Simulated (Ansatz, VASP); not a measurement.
# Fe: VASP beside Ansatz

The input INCAR:

```
SYSTEM = Fe
ALGO     = Normal         ! electronic algorithm
EDIFF    = 1E-6           ! SCF threshold, eV
ENCUT    = 600            ! plane-wave cutoff, eV
GGA      = PE             ! functional
GGA_COMPAT= .FALSE.      
ISIF     = 2              ! what is computed and relaxed
ISMEAR   = -1             ! smearing method
ISPIN    = 2              ! spin polarisation
LASPH    = .TRUE.         ! aspherical terms in the spheres
LCHARG   = .FALSE.        ! write CHGCAR
LMAXMIX  = 4              ! l up to which the mixer works
LORBIT   = 11             ! projections on sites
LREAL    = .FALSE.        ! projectors in reciprocal space
LWAVE    = .FALSE.        ! write WAVECAR
MAGMOM   = 2.5 2.5        ! initial moments
NBANDS   = 19             ! bands
NELM     = 200            ! most SCF steps
PREC     = Accurate       ! precision mode
SIGMA    = 0.15           ! smearing width, eV
```

The input KPOINTS:

```
k-points
0
G
  4 4 4
  0 0 0
```

The input POSCAR:

```
Fe
1.0
    2.8200000000      0.0000000000      0.0000000000
    0.0000000000      2.8200000000      0.0000000000
    0.0000000000      0.0000000000      2.8200000000
Fe
2
Direct
    0.0000000000      0.0000000000      0.0000000000
    0.4702367069      0.4702367069      0.4702367069
```

Input for Ansatz:

```yaml
crystal:
  atoms:
  - position: [0.0, 0.0, 0.0]
    spin: 2.5
    symbol: Fe
  - position: [0.4702367069005253, 0.4702367069005253, 0.4702367069005253]
    spin: 2.5
    symbol: Fe
  lattice:
  - [2.82, 0.0, 0.0]
  - [0.0, 2.82, 0.0]
  - [0.0, 0.0, 2.82]
hamiltonian:
  dispersion: none
  pseudopotentials:
    kind: all_electron
    lapw:
      basis_error: 0.025 meV
      muffin_tin_radii: {Fe: 1.0584}
    relativity: none
  xc: pbe
kpoints:
  mp_grid:
    grid: [4, 4, 4]
    shift: [0, 0, 0]
magnetization: {spin_polarized: true}
output: {forces: true, stress: true}
scf:
  convergence: {dr2_threshold: 1e-10 eV}
  lower_state_search: 'off'
  max_iter: 200
  occupations: {method: fermi_dirac, width: 0.15}
```

Alike in both runs: task single point; functional PBE; k mesh 4 × 4 × 4; occupations fermi-dirac, width 0.15 eV; collinear spin.

```csv
,VASP,Ansatz
version,VASP 6.6.1,Ansatz 0.2 development build
potentials or method,"VASP PAW PBE potentials, release 64 (Fe), cutoff 600 eV","all-electron full-potential LAPW, non-relativistic"
```

VASP gave:

* pressure (GPa): 2.2
* traceless stress, the component that is largest in VASP (GPa): 0.47
* rms of the force components (eV/Å): 0.632
* net moment per atom (μB): 2.02
* size of the moment on the site where the two differ most (μB): 2.01

Q: What did Ansatz give for the same quantities?

A: Pressure (GPa): 5.7; traceless stress, the component that is largest in VASP (GPa): 0.49; rms of the force components (eV/Å): 0.665; net moment per atom (μB): 2.01; size of the moment on the site where the two differ most (μB): 2.05.

Site moments also hang on the region over which each program counts them. Atom by atom the forces differ by 0.033 eV/Å (rms over components). Ansatz ran all-electron here, and VASP with PAW potentials.

The k mesh is coarse, so the values compare programs but aren't converged.
